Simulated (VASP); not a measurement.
Here is a VASP 6.6.1 calculation.

File INCAR:

```
PREC = Accurate
ENCUT = 600
EDIFF = 1E-6
ISMEAR = -1
SIGMA = 0.05
LREAL = False
LASPH = True
NELM = 60
ALGO = Normal
ISIF = 3
LWAVE = False
LCHARG = False
GGA = PS
IBRION = 2
NSW = 100
EDIFFG = -0.002
```

KPOINTS

```
regular mesh
0
Gamma
  12 12 12
```

Contents of POSCAR:

```
LaSb
1.0
    0.0000000000      3.2450000000      3.2450000000
    3.2450000000      0.0000000000      3.2450000000
    3.2450000000      3.2450000000      0.0000000000
La Sb
1 1
Direct
    0.0000000000      0.0000000000      0.0000000000
    0.5000000000      0.5000000000      0.5000000000
```

Potentials or basis: VASP PAW PBE potentials, release 64 (La, Sb).

Command:

```sh
$ cat potpaw_PBE.64/La/POTCAR potpaw_PBE.64/Sb/POTCAR > POTCAR
$ mpirun -np 1 vasp_std > vasp.out
```

Task: Estimate the space group after relaxing (to 0.05 Å).

Result: Fm-3m (No. 225).

Task: What does it give for the relaxed cell?

Result: a = 4.562 Å, b = 4.562 Å, c = 4.562 Å, α = 60.00°, β = 60.00°, γ = 60.00°.

Task: Predict the relaxed volume.

Result: 33.57 Å³/atom.

Final structure:
```xyz
2
Lattice="0.0000 3.2259 3.2259 3.2259 0.0000 3.2259 3.2259 3.2259 0.0000" Properties=species:S:1:pos:R:3 pbc="T T T"
La    0.0000    0.0000    0.0000
Sb    3.2259    3.2259    3.2259
```

Caveat: the PAW data sets were made with another functional, which shifts forces and pressure a little.
